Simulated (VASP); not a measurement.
Here is a VASP 6.6.1 calculation.

Contents of POSCAR:

```
Ru
1.0
    2.6692306523      0.0000000000      0.0000000000
   -1.3346153261      2.3116215535      0.0000000000
    0.0000000000      0.0000000000      4.2240293924
Ru
2
Direct
    0.6666666667      0.3333333333      0.7500000000
    0.3333333333      0.6666666667      0.2500000000
```

File INCAR.step1:

```
SYSTEM = Ru
  PREC = Accurate
  ENCUT = 620
  ISMEAR = -1
  SIGMA = 0.05
  LREAL = .FALSE.
  LASPH = .TRUE.
  NELM = 120
  NBANDS = 23
  GGA = PE
  ALGO = Normal
  EDIFF = 1E-5
  LWAVE = .TRUE.
  LCHARG = .FALSE.
  GGA_COMPAT = .FALSE.
```

The input INCAR.step2:

```
SYSTEM = Ru
  PREC = Accurate
  ENCUT = 620
  EDIFF = 1E-6
  ISMEAR = -1
  SIGMA = 0.05
  LREAL = .FALSE.
  LASPH = .TRUE.
  NELM = 120
  ALGO = Normal
  ISIF = 2
  LWAVE = .FALSE.
  LCHARG = .FALSE.
  METAGGA = R2SCAN
  LMIXTAU = .TRUE.
  NBANDS = 23
  ISTART = 1
  GGA_COMPAT = .FALSE.
```

File KPOINTS:

```
Automatic mesh
0
G
  11 11 6
  0 0 0
```

Potentials or basis: VASP PAW PBE potentials, release 64 (Ru_sv).

Run with:

```bash
$ cat potpaw_PBE.64/Ru_sv/POTCAR > POTCAR
$ cp INCAR.step1 INCAR
$ mpirun -np 1 vasp_std > vasp.out
$ cp INCAR.step2 INCAR
$ mpirun -np 1 vasp_std > vasp.out
```

Task: Estimate the band gap on the k mesh.

Result: Zero (bands 16 and 17 overlap by 3.41 eV).

Task: Estimate the pressure.

Result: 12.9 GPa.

Caveat: the cell stands under pressure; the PAW data sets were made with another functional, which shifts forces and pressure a little.
